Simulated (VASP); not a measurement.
# Zn3F (P-6m2) in VASP: single point with PBE

Aim: the single point of Zn3F with PBE.

All numbers are computed with VASP 6.6.1; they aren't measurements. Logs are shortened: lines on timing, memory, paths and dates and some standing lists are left out, and cuts for length are marked.

### 1 The cell of the first run

Symmetry: P-6m2, No. 187, hexagonal system. The conventional cell has a = 2.773 Å, b = 2.773 Å, c = 8.369 Å, α = 90.00°, β = 90.00°, γ = 120.00°. Zn (site symmetry -6m2) has 12 Zn at 2.77 to 2.88 Å within 3.7 Å. Within 3.2 Å of Zn (site symmetry 3m) lie 3 F at 2.41 Å and 9 Zn at 2.77 to 2.88 Å. Within 3.2 Å of F (site symmetry -6m2) lie 6 Zn at 2.41 Å and 6 F at 2.77 Å.

### 2 Single point, PBE

File POSCAR:

```
Zn3F
1.0
    2.7734190398      0.0000000000      0.0000000000
   -1.3867095199      2.4018513438      0.0000000000
    0.0000000000      0.0000000000      8.3689278434
Zn F
3 1
Direct
    0.0000000000      0.0000000000      0.0000000000
    0.6666666667      0.3333333333      0.7144428494
    0.6666666667      0.3333333333      0.2855571506
    0.0000000000      0.0000000000      0.5000000000
```

File INCAR.step1:

```
SYSTEM = Zn3F
ALGO = Normal
EDIFF = 1E-6
ENCUT = 520
GGA = PE
ISIF = 2
ISMEAR = 0
LASPH = .True.
LCHARG = .True.
LREAL = .False.
LWAVE = .False.
NBANDS = 30
NELM = 60
PREC = Accurate
SIGMA = 0.1
```

File KPOINTS.step1:

```
k-points
0
Gamma
  18 18 6
  0 0 0
```

File INCAR.step2:

```
SYSTEM = Zn3F
ALGO = Normal
EDIFF = 1E-6
ENCUT = 520
GGA = PE
ICHARG = 11
ISIF = 2
ISMEAR = -5
LASPH = .True.
LCHARG = .False.
LORBIT = 10
LREAL = .False.
LWAVE = .False.
NEDOS = 1001
NELM = 60
PREC = Accurate
SIGMA = 0.1
```

File KPOINTS.step2:

```
k-points
0
Gamma
  27 27 9
  0 0 0
```

Potentials or basis: VASP PAW PBE potentials, release 64 (Zn, F).

On the command line:

```bash
$ cat potpaw_PBE.64/Zn/POTCAR potpaw_PBE.64/F/POTCAR > POTCAR
$ cp INCAR.step1 INCAR
$ cp KPOINTS.step1 KPOINTS
$ mpirun -np 1 vasp_std > vasp.out
$ cp INCAR.step2 INCAR
$ cp KPOINTS.step2 KPOINTS
$ mpirun -np 1 vasp_std > vasp.out
```

OUTCAR:

```text
SYSTEM = Zn3F
   EDIFF = 1E-6
   ENCUT = 520
   GGA = PE
   ICHARG = 11
   ISIF = 2
   ISMEAR = -5
   LASPH = .True.
   LORBIT = 10
   LREAL = .False.
   NELM = 60
   PREC = Accurate

 ion  position               nearest neighbor table
   1  0.000  0.000  0.000-   2 2.88   3 2.88   2 2.88   3 2.88   2 2.88   3 2.88
   2  0.667  0.333  0.714-   4 2.41   4 2.41   4 2.41   1 2.88   1 2.88   1 2.88
   3  0.667  0.333  0.286-   4 2.41   4 2.41   4 2.41   1 2.88   1 2.88   1 2.88
   4  0.000  0.000  0.500-   2 2.41   3 2.41   2 2.41   3 2.41   2 2.41   3 2.41

  LATTYP: Found a hexagonal cell.
 ALAT       =     2.7734190398
 C/A-ratio  =     3.0175489976

  Lattice vectors:

 A1 = (   2.7734190398,   0.0000000000,   0.0000000000)
 A2 = (  -1.3867095199,   2.4018513438,   0.0000000000)
 A3 = (   0.0000000000,   0.0000000000,   8.3689278434)

Analysis of symmetry for initial positions (statically):
=====================================================================
 Subroutine PRICEL returns:
 Original cell was already a primitive cell.

 Routine SETGRP: Setting up the symmetry group for a
 hexagonal supercell.

 Subroutine GETGRP returns: Found 12 space group operations
 (whereof 12 operations were pure point group operations)
 out of a pool of 24 trial point group operations.

The static configuration has the point symmetry D_3h.

Analysis of symmetry for dynamics (positions and initial velocities):
=====================================================================
 Subroutine PRICEL returns:
 Original cell was already a primitive cell.

 Routine SETGRP: Setting up the symmetry group for a
 hexagonal supercell.

 Subroutine GETGRP returns: Found 12 space group operations
 (whereof 12 operations were pure point group operations)
 out of a pool of 24 trial point group operations.

The dynamic configuration has the point symmetry D_3h.

 Subroutine INISYM returns: Found 12 space group operations
 (whereof 12 operations are pure point group operations),
 and found     1 'primitive' translations

----------------------------------------------------------------------------------------

                                     Primitive cell

  volume of cell :      55.7483

  direct lattice vectors                    reciprocal lattice vectors
     2.773419040  0.000000000  0.000000000     0.360565780  0.208172750  0.000000000
    -1.386709520  2.401851344  0.000000000     0.000000000  0.416345501  0.000000000
     0.000000000  0.000000000  8.368927843     0.000000000  0.000000000  0.119489619

  length of vectors
     2.773419040  2.773419040  8.368927843     0.416345501  0.416345501  0.119489619

  position of ions in fractional coordinates (direct lattice)
     0.000000000  0.000000000  0.000000000
     0.666666667  0.333333333  0.714442849
     0.666666667  0.333333333  0.285557151
     0.000000000  0.000000000  0.500000000

  ion indices of the primitive-cell ions
   primitive index   ion index
                 1           1
                 2           2
                 3           3
                 4           4

----------------------------------------------------------------------------------------

 KPOINTS: k-points

Automatic generation of k-mesh.
 Grid dimensions read from file:
 generate k-points for:   27   27    9

 Generating k-lattice:

  Cartesian coordinates                     Fractional coordinates (reciprocal lattice)
     0.013354288  0.007710102  0.000000000     0.037037037 -0.000000000  0.000000000
     0.000000000  0.015420204  0.000000000     0.000000000  0.037037037  0.000000000
     0.000000000  0.000000000  0.013276624     0.000000000  0.000000000  0.111111111

  Length of vectors
     0.015420204  0.015420204  0.013276624

  Shift w.r.t. Gamma in fractional coordinates (k-lattice)
     0.000000000  0.000000000  0.000000000

 TETIRR: Found   6288 inequivalent tetrahedra from    39366

 Subroutine IBZKPT returns following result:
 ===========================================

 Found    375 irreducible k-points:

 Following reciprocal coordinates:
            Coordinates               Weight
  0.000000  0.000000  0.000000      1.000000
  0.037037  0.000000  0.000000      6.000000
  0.074074  0.000000  0.000000      6.000000
  0.111111  0.000000  0.000000      6.000000
  0.148148  0.000000  0.000000      6.000000
  0.185185 -0.000000  0.000000      6.000000
[... 16 lines left out ...]
  0.333333  0.037037  0.000000     12.000000
  0.370370  0.037037  0.000000     12.000000
 [... further k-points ...]
   k-points           NKPTS =    375   k-points in BZ     NKDIM =    375   number of bands    NBANDS=     25
   number of dos      NEDOS =   1001   number of ions     NIONS =      4
   total plane-waves  NPLWV =  36864
   dimension x,y,z NGX =    24 NGY =   24 NGZ =   64
   dimension x,y,z NGXF=    48 NGYF=   48 NGZF=  128
   ions per type =               3   1
   NGX,Y,Z   is equivalent  to a cutoff of  14.39, 14.39, 12.71 a.u.
   NGXF,Y,Z  is equivalent  to a cutoff of  28.77, 28.77, 25.43 a.u.
 SYSTEM =  Zn3F
   PREC   = accura    normal or accurate (medium, high low for compatibility)
   ISTART =      0    job   : 0-new  1-cont  2-samecut
   ICHARG =     11    charge: 1-file 2-atom 10-const
   ISPIN  =      1    spin polarized calculation?
   LNONCOLLINEAR =      F non collinear calculations
   LSORBIT =      F    spin-orbit coupling
   LASPH  =      T    aspherical Exc in radial PAW
   ENCUT  =  520.0 eV  38.22 Ry    6.18 a.u.   5.16  5.16 15.56*2*pi/ulx,y,z
   NELM   =     60;   NELMIN=  2; NELMDL=  0     # of ELM steps
   EDIFF  = 0.1E-05   stopping-criterion for ELM
   LREAL  =      F    real-space projection
   EDIFFG = 0.1E-04   stopping-criterion for IOM
   NSW    =      0    number of steps for IOM
   IBRION =     -1    ionic relax: 0-MD 1-quasi-New 2-CG
   NFREE  =      0    steps in history (QN), initial steepest desc. (CG)
   ISIF   =      2    stress and relaxation
   ISYM   =      2    0-nonsym 1-usesym 2-fastsym
   POTIM  = 0.5000    time-step for ionic-motion
   TEBEG  =    0.0;   TEEND  =   0.0 temperature during run
   PSTRESS=    0.0 pullay stress
   NELECT =      43.0000    total number of electrons
   NUPDOWN=      -1.0000    fix difference up-down
   EMIN   =  10.00;   EMAX   =-10.00  energy-range for DOS
   EFERMI =   0.00;   METHOD = LEGACY
   ISMEAR =    -5;   SIGMA  =   0.10  broadening in eV -4-tet -1-fermi 0-gaus
   EFERMI_NEDOS =   21; number of points for ismear=-14 and -15
   IALGO  =     38    algorithm
   IMIX   =      4    mixing-type and parameters
     AMIX     =   0.40;   BMIX     =  1.00
     AMIX_MAG =   1.60;   BMIX_MAG =  1.00
  volume/ion in A,a.u.               =      13.94        94.05
  Fermi-wavevector in a.u.,A,eV,Ry     =   1.501368  2.837174 30.668974  2.254106
  Thomas-Fermi vector in A             =   2.612748
   LORBIT       =     10    0 simple, 1 ext, 2 COOP (PROOUT), +10 PAW based schemes
   GGA     = PE    functional components
   LHFCALC =     F    Hartree Fock is set to
   AEXX    =    0.0000 exact exchange contribution
   IVDW    =     0    specifies the selected vdW correction
   LEPSILON=     F    determine dielectric tensor
   LRPA    =     F    only Hartree local field effects (RPA)
 non-spin polarized calculation
 Fermi weights with tetrahedron method with Bloechl corrections
  energy-cutoff  :      520.00
  volume of cell :       55.75
 maximum number of plane-waves:      1515
 NGX is ok and might be reduce to    24

 number of electron      43.0000013 magnetization

 Free energy of the ion-electron system (eV)
  ---------------------------------------------------
  ext. energy  EPLUGINS =         0.00000000
  ---------------------------------------------------
  free energy    TOTEN  =        -7.48475908 eV

  energy without entropy =       -7.48475908  energy(sigma->0) =       -7.48475908

 E-fermi :   2.6335     XC(G=0): -11.2534

 val. band max:        2.6973430247   @ k =   0.3333   0.3333   0.0000
 cond. band min:       2.5654567770   @ k =   0.3704   0.1852   0.4444
 fundamental gap:     -0.1318862477
 Fermi energy:         2.6334879125

 k-point     1 :       0.0000    0.0000    0.0000
  band No.  band energies     occupation
      1     -21.1718      2.00000
      2      -6.6757      2.00000
      3      -6.3169      2.00000
      4      -5.4263      2.00000
      5      -4.8244      2.00000
      6      -4.8128      2.00000
[... 17 lines left out ...]
     24       7.1840      0.00000
     25      15.0577      0.00000

 k-point     2 :       0.0370    0.0000    0.0000
  band No.  band energies     occupation
      1     -21.1646      2.00000
      2      -6.6407      2.00000
      3      -6.2880      2.00000
      4      -5.4124      2.00000
      5      -4.8274      2.00000
      6      -4.8127      2.00000
[... 17 lines left out ...]
     24       7.2352      0.00000
     25      15.0728      0.00000

 k-point     3 :       0.0741    0.0000    0.0000
  band No.  band energies     occupation
      1     -21.1437      2.00000
      2      -6.5367      2.00000
      3      -6.2028      2.00000
      4      -5.3728      2.00000
      5      -4.8382      2.00000
      6      -4.8093      2.00000
[... 552 lines left out ...]
 k-point    23 :       0.3333    0.0370    0.0000
  band No.  band energies     occupation
      1     -20.7279      2.00000
      2      -5.3735      2.00000
      3      -5.3635      2.00000
      4      -5.2189      2.00000
      5      -5.0269      2.00000
      6      -4.8750      2.00000
[... 17 lines left out ...]
     24       6.3928      0.00000
     25       8.1718      0.00000

 k-point    24 :       0.3704    0.0370    0.0000
  band No.  band energies     occupation
      1     -20.6789      2.00000
      2      -5.3911      2.00000
      3      -5.3909      2.00000
      4      -5.2603      2.00000
      5      -5.0568      2.00000
      6      -4.8883      2.00000
[... 17 lines left out ...]
     24       5.6599      0.00000
     25       8.3515      0.00000

 [... further k-points ...]

------------------------ aborting loop because EDIFF is reached ----------------------------------------

  FORCE on cell =-STRESS in cart. coord.  units (eV):
  Direction    XX          YY          ZZ          XY          YZ          ZX
  --------------------------------------------------------------------------------------
  -------------------------------------------------------------------------------------
  Total        0.0679707      0.0679707      0.1210725      0.0000000      0.0000000      0.0000000
  in kB        1.9534437      1.9534437      3.4795634      0.0000000      0.0000000      0.0000000
  external PRESSURE =       2.4621503 kB  Pullay stress =       0.0000000 kB

 VOLUME and BASIS-vectors are now :
 -----------------------------------------------------------------------------
  energy-cutoff  :      520.00
  volume of cell :       55.75
      direct lattice vectors                 reciprocal lattice vectors
     2.773419040  0.000000000  0.000000000     0.360565780  0.208172750  0.000000000
    -1.386709520  2.401851344  0.000000000     0.000000000  0.416345501  0.000000000
     0.000000000  0.000000000  8.368927843     0.000000000  0.000000000  0.119489619

 POSITION                                       TOTAL-FORCE (eV/Angst)
 -----------------------------------------------------------------------------------
      0.00000      0.00000      0.00000        -0.000000      0.000000     -0.000000
      1.38671      0.80062      5.97912         0.000000     -0.000000      0.004494
      1.38671      0.80062      2.38981         0.000000     -0.000000     -0.004494
      0.00000      0.00000      4.18446        -0.000000     -0.000000     -0.000000
 -----------------------------------------------------------------------------------
    total drift:                               -0.008944      0.005164      0.000000

  FREE ENERGIE OF THE ION-ELECTRON SYSTEM (eV)
  ---------------------------------------------------
  free  energy   TOTEN  =        -7.4847590757 eV

  energy  without entropy=       -7.4847590757  energy(sigma->0) =       -7.48475908

 total charge

# of ion       s       p       d       tot
------------------------------------------
    1        0.612   0.372   9.731  10.715
    2        0.571   0.317   9.756  10.644
    3        0.571   0.317   9.756  10.644
    4        1.753   4.297   0.000   6.050
--------------------------------------------------
tot          3.508   5.303  29.243  38.054
```

Wall time 4.9 min (1 thread of AMD EPYC 9R45 (Zen 5), shared host); peak memory 0.48 GiB.

What came out:

```yaml
Valence_electrons_inside_the_program's_atomic_spheres: Zn 10.71, 10.64 (each value once); F 6.05
```

Caveat: an odd number of electrons without spin polarisation forces a metal; a magnetic or distorted state may lie lower; tetrahedron occupations give inexact forces and stress in metals.
